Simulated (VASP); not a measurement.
# Sn (Immm) in VASP: single point with PBEsol+D3(BJ)

Aim: the single point of Sn with PBEsol+D3(BJ).

Program: VASP 6.6.1. These are calculated values, not measurements. Logs are shortened: lines on timing, memory, paths and dates and some standing lists are left out, and cuts for length are marked.

**1. The cell of the first run**

It takes space group Immm (No. 71, orthorhombic). Conventional cell: a = 3.712 Å, b = 3.817 Å, c = 4.677 Å, α = 90.00°, β = 90.00°, γ = 90.00°. Sn (site symmetry mmm) has 14 Sn at 3.54 to 4.68 Å within 4.7 Å.

**2. Single point, PBEsol+D3(BJ) (strain +0.0750 x Voigt [1, 1, 0, 0, 0, 0])**

INCAR reads:

```
ALGO = Fast
EDIFF = 1E-7
ENCUT = 520
GGA = PS
ISIF = 2
ISMEAR = 0
IVDW = 12
LASPH = True
LCHARG = False
LREAL = False
LWAVE = False
NBANDS = 13
NELM = 80
PREC = Accurate
SIGMA = 0.15
```

KPOINTS reads:

```
k-points
0
Gamma
  20 20 20
```

POSCAR reads:

```
Sn
1.0
   -1.8560294250      1.9087130250      2.3383420000
    1.8560294250     -1.9087130250      2.3383420000
    1.8560294250      1.9087130250     -2.3383420000
Sn
1
Direct
    0.0000000000      0.0000000000      0.0000000000
```

Potentials or basis: VASP PAW PBE potentials, release 64 (Sn_d).

The run is started by

```
$ cat potpaw_PBE.64/Sn_d/POTCAR > POTCAR
$ mpirun -np 1 vasp_std > vasp.out
```

OUTCAR:

```text
EDIFF = 1E-7
   ENCUT = 520
   GGA = PS
   ISIF = 2
   ISMEAR = 0
   IVDW = 12
   LASPH = True
   LREAL = False
   NELM = 80
   PREC = Accurate
 IVDW          = 12

 ion  position               nearest neighbor table
   1  0.000  0.000  0.000-

  LATTYP: Found a body centered orthorhombic cell.
 ALAT       =     3.7120588500
 B/A-ratio  =     1.0283851103
 C/A-ratio  =     1.2598625693

  Lattice vectors:

 A1 = (  -1.8560294250,   1.9087130250,   2.3383420000)
 A2 = (   1.8560294250,  -1.9087130250,   2.3383420000)
 A3 = (   1.8560294250,   1.9087130250,  -2.3383420000)

Analysis of symmetry for initial positions (statically):
=====================================================================
 Subroutine PRICEL returns:
 Original cell was already a primitive cell.

 Routine SETGRP: Setting up the symmetry group for a
 body centered orthorhombic supercell.

 Subroutine GETGRP returns: Found  8 space group operations
 (whereof  8 operations were pure point group operations)
 out of a pool of  8 trial point group operations.

The static configuration has the point symmetry D_2h.

Analysis of symmetry for dynamics (positions and initial velocities):
=====================================================================
 Subroutine PRICEL returns:
 Original cell was already a primitive cell.

 Routine SETGRP: Setting up the symmetry group for a
 body centered orthorhombic supercell.

 Subroutine GETGRP returns: Found  8 space group operations
 (whereof  8 operations were pure point group operations)
 out of a pool of  8 trial point group operations.

The dynamic configuration has the point symmetry D_2h.

 Subroutine INISYM returns: Found  8 space group operations
 (whereof  8 operations are pure point group operations),
 and found     1 'primitive' translations

----------------------------------------------------------------------------------------

                                     Primitive cell

  volume of cell :      33.1355

  direct lattice vectors                    reciprocal lattice vectors
    -1.856029425  1.908713025  2.338342000     0.000000000  0.261956613  0.213826720
     1.856029425 -1.908713025  2.338342000     0.269392281  0.000000000  0.213826720
     1.856029425  1.908713025 -2.338342000     0.269392281  0.261956613  0.000000000

  length of vectors
     3.543426865  3.543426865  3.543426865     0.338146615  0.343939046  0.375757193

  position of ions in fractional coordinates (direct lattice)
     0.000000000  0.000000000  0.000000000

  ion indices of the primitive-cell ions
[... 84 lines left out ...]
   PSTRESS=    0.0 pullay stress
   NELECT =      14.0000    total number of electrons
   NUPDOWN=      -1.0000    fix difference up-down
   EMIN   =  10.00;   EMAX   =-10.00  energy-range for DOS
   EFERMI =   0.00;   METHOD = LEGACY
   ISMEAR =     0;   SIGMA  =   0.15  broadening in eV -4-tet -1-fermi 0-gaus
   EFERMI_NEDOS =   21; number of points for ismear=-14 and -15
   IALGO  =     68    algorithm
   IMIX   =      4    mixing-type and parameters
     AMIX     =   0.40;   BMIX     =  1.00
     AMIX_MAG =   1.60;   BMIX_MAG =  1.00
  volume/ion in A,a.u.               =      33.14       223.61
  Fermi-wavevector in a.u.,A,eV,Ry     =   1.228437  2.321410 20.531984  1.509058
  Thomas-Fermi vector in A             =   2.363363
   LORBIT       =      0    0 simple, 1 ext, 2 COOP (PROOUT), +10 PAW based schemes
   GGA     = PS    functional components
   LHFCALC =     F    Hartree Fock is set to
   AEXX    =    0.0000 exact exchange contribution
   IVDW    =    12    specifies the selected vdW correction
   LEPSILON=     F    determine dielectric tensor
   LRPA    =     F    only Hartree local field effects (RPA)
 non-spin polarized calculation
 RMM-DIIS sequential band-by-band and
 Gauss-broadening in eV      SIGMA  =   0.15
  energy-cutoff  :      520.00
  volume of cell :       33.14
 maximum number of plane-waves:       909
   NGX = 13   NGY = 13   NGZ = 13

 number of electron      13.9999997 magnetization

 Free energy of the ion-electron system (eV)
  ---------------------------------------------------
  ext. energy  EPLUGINS =         0.00000000
  ---------------------------------------------------
  free energy    TOTEN  =        -4.04675757 eV

  energy without entropy =       -4.03947122  energy(sigma->0) =       -4.04311439

 E-fermi :   5.7914     XC(G=0):  -9.6067

 val. band max:        5.7913049110   @ k =  -0.2500  -0.4000   0.0500
 cond. band min:       5.7934108584   @ k =   0.2000   0.2000   0.1500
 fundamental gap:      0.0021059474
 Fermi energy:         5.7914149999

 k-point     1 :       0.0000    0.0000    0.0000
  band No.  band energies     occupation
      1     -15.6324      2.00000
      2     -15.6231      2.00000
      3     -15.6031      2.00000
      4     -15.5921      2.00000
      5     -15.5546      2.00000
      6      -4.0552      2.00000
      7      11.8411      0.00000
      8      11.8500      0.00000
      9      12.2091      0.00000
     10      16.1829      0.00000
     11      16.3240      0.00000
     12      16.7530      0.00000
     13      16.8147      0.00000
[... 354 lines left out ...]
  band No.  band energies     occupation
      1     -15.6266      2.00000
      2     -15.6116      2.00000
      3     -15.5922      2.00000
      4     -15.5532      2.00000
      5     -15.5375      2.00000
      6      -1.6897      2.00000
      7       3.5479      2.00000
      8       9.8704      0.00000
      9      10.9529      0.00000
     10      14.4428      0.00000
     11      14.8002      0.00000
     12      16.0014      0.00000
     13      18.7407      0.00000

 [... further k-points ...]

------------------------ aborting loop because EDIFF is reached ----------------------------------------

 Edisp (eV)   -0.37966

 E8    (eV) :    -0.2672

  FORCE on cell =-STRESS in cart. coord.  units (eV):
  Direction    XX          YY          ZZ          XY          YZ          ZX
  --------------------------------------------------------------------------------------
  -------------------------------------------------------------------------------------
  Total      -1.43949    -1.50769    -1.35086    -0.00000     0.00000     0.00000
  in kB     -69.60269   -72.90010   -65.31726    -0.00000     0.00000     0.00000
  external pressure =      -69.27 kB  Pullay stress =        0.00 kB

 VOLUME and BASIS-vectors are now :
 -----------------------------------------------------------------------------
  energy-cutoff  :      520.00
  volume of cell :       33.14
      direct lattice vectors                 reciprocal lattice vectors
    -1.856029425  1.908713025  2.338342000     0.000000000  0.261956613  0.213826720
     1.856029425 -1.908713025  2.338342000     0.269392281  0.000000000  0.213826720
     1.856029425  1.908713025 -2.338342000     0.269392281  0.261956613  0.000000000

 POSITION                                       TOTAL-FORCE (eV/Angst)
 -----------------------------------------------------------------------------------
      0.00000      0.00000      0.00000         0.000000     -0.000000     -0.000000
 -----------------------------------------------------------------------------------
    total drift:                               -0.000000      0.000000      0.000000

  FREE ENERGIE OF THE ION-ELECTRON SYSTEM (eV)
  ---------------------------------------------------
  free  energy   TOTEN  =        -4.4264189376 eV

  energy  without entropy=       -4.4191325912  energy(sigma->0) =       -4.42277576
```

stdout:

```text
POSCAR found type information on POSCAR Sn
 POSCAR found :  1 types and       1 ions
 scaLAPACK will be used
 -----------------------------------------------------------------------------
|                                                                             |
|                                                                             |
|     You enforced a specific xc type in the INCAR file but a different       |
[... 47 lines left out ...]
WARNING in EDDRMM: call to ZHEGV failed, returncode =   6  3     10
WARNING in EDDRMM: call to ZHEGV failed, returncode =   6  3     11
WARNING in EDDRMM: call to ZHEGV failed, returncode =   8  4     11
WARNING in EDDRMM: call to ZHEGV failed, returncode =   6  3     12
WARNING in EDDRMM: call to ZHEGV failed, returncode =   6  3     11
WARNING in EDDRMM: call to ZHEGV failed, returncode =   8  4     13
WARNING in EDDRMM: call to ZHEGV failed, returncode =   6  3     10
```

It took 4.6 min on 1 thread of AMD EPYC 9R45 (Zen 5), shared host; peak memory 0.52 GiB.

What came out:

```yaml
Free_energy: -4.4264 eV
Pressure: -6.9 GPa
Band_gap_on_the_k_mesh: zero (band 7 reaches 11.84 eV, above the bottom of band 8 at 4.14 eV)
Dispersion_energy_per_atom: -0.380 eV
```

Levels at points of the mesh, in eV from the Fermi level:
| k point | band 4 | band 5 | band 6 | band 7 | band 8 | band 9 | band 10 | band 11 |
| --- | --- | --- | --- | --- | --- | --- | --- | --- |
| (0.00, 0.00, 0.00) | -21.38 | -21.35 | -9.85 | 6.05 | 6.06 | 6.42 | 10.39 | 10.53 |
| (0.50, 0.00, 0.00) | -21.34 | -21.32 | -6.61 | -3.68 | 4.07 | 5.39 | 8.20 | 9.08 |
| (0.00, 0.50, 0.00) | -21.33 | -21.32 | -6.42 | -3.63 | 3.73 | 5.05 | 7.79 | 8.60 |
| (0.50, 0.50, 0.00) | -21.33 | -21.30 | -5.60 | -3.15 | 2.00 | 2.77 | 5.47 | 6.04 |
| (0.50, 0.50, 0.50) | -21.31 | -21.31 | -4.29 | -2.13 | 0.68 | 1.20 | 4.01 | 4.88 |

Caveat: the cell differs from its parent crystal (strain +0.0750 x Voigt [1, 1, 0, 0, 0, 0]); the PAW data sets were made with another functional, which shifts forces and pressure a little; spin-orbit coupling is left out, which moves the levels of the heavy elements; pairwise dispersion overbinds metals, which lowers pressure and volume.
